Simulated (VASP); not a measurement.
Here is a VASP 6.6.1 calculation.

INCAR

```
SYSTEM = Bi
ALGO = Normal
EDIFF = 1E-6
ENCUT = 520
ISIF = 2
ISMEAR = -1
LASPH = .True.
LCHARG = .False.
LREAL = .False.
LWAVE = .False.
NBANDS = 22
NELM = 80
PREC = Accurate
SIGMA = 0.1
```

Contents of KPOINTS:

```
k-points
0
Gamma
  9 9 9
  0 0 0
```

Contents of POSCAR:

```
Bi
1.0
    2.2493746200      1.2986737000      3.9104329900
   -2.2493746200      1.2986737000      3.9104329900
    0.0000000000     -2.5973572900      3.9104329900
Bi
2
Direct
    0.2339100000      0.2339100000      0.2339100000
    0.7660900000      0.7660900000      0.7660900000
```

Potentials or basis: VASP PAW LDA potentials, release 64 (Bi_d).

Launch:

```bash
$ cat potpaw_LDA.64/Bi_d/POTCAR > POTCAR
$ mpirun -np 1 vasp_std > vasp.out
```

Estimate the pressure.

-0.2 GPa.

What does it give for the largest force?

0.203 eV/Å.

Forces in eV/Å, atoms in the order of the input:
```
Bi   0.000  0.000  0.203
Bi   0.000  0.000 -0.203
```
